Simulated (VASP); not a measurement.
A run of VASP 6.6.1 is set up as follows.

Contents of POSCAR:

```
BN
1.0
    0.0045325025      1.8130010000      1.8130010000
    1.8175335025      0.0000000000      1.8175335025
    1.8130010000      1.8130010000      0.0045325025
B N
1 1
Direct
    0.0000000000      0.0000000000      0.0000000000
    0.7500000000      0.7500000000      0.7500000000
```

INCAR.step1

```
  PREC = Accurate
  ENCUT = 520
  ISMEAR = 0
  SIGMA = 0.05
  LREAL = False
  LASPH = True
  NELM = 80
  NBANDS = 11
  GGA = PE
  ALGO = Normal
  EDIFF = 1E-4
  LWAVE = True
  LCHARG = False
```

INCAR.step2

```
  PREC = Accurate
  ENCUT = 520
  EDIFF = 1E-7
  ISMEAR = 0
  SIGMA = 0.05
  LREAL = False
  LASPH = True
  NELM = 80
  ALGO = Normal
  ISIF = 2
  LWAVE = False
  LCHARG = True
  METAGGA = R2SCAN
  LMIXTAU = True
  LELF = True
  LVHAR = True
  NBANDS = 11
  ISTART = 1
```

The input KPOINTS:

```
regular mesh
0
Gamma
  12 12 12
```

Potentials or basis: VASP PAW PBE potentials, release 64 (B, N).

Run with:

```sh
$ cat potpaw_PBE.64/B/POTCAR potpaw_PBE.64/N/POTCAR > POTCAR
$ cp INCAR.step1 INCAR
$ mpirun -np 1 vasp_std > vasp.out
$ cp INCAR.step2 INCAR
$ mpirun -np 1 vasp_std > vasp.out
```

Problem. Predict the pressure.

Solution. -4.1 GPa.

Problem. Predict the band gap on the k mesh.

Solution. 4.95 eV, indirect (least direct gap 9.40 eV).

Stress tensor (GPa, compression positive):
```
-4.08  0.00 -2.27
 0.00 -4.10  0.00
-2.27  0.00 -4.08
```

Caveat: the cell differs from its parent crystal (strain +0.0050 x Voigt [0, 0, 0, 0, 1, 0]); the PAW data sets were made with another functional, which shifts forces and pressure a little. A k mesh can miss the band edges.
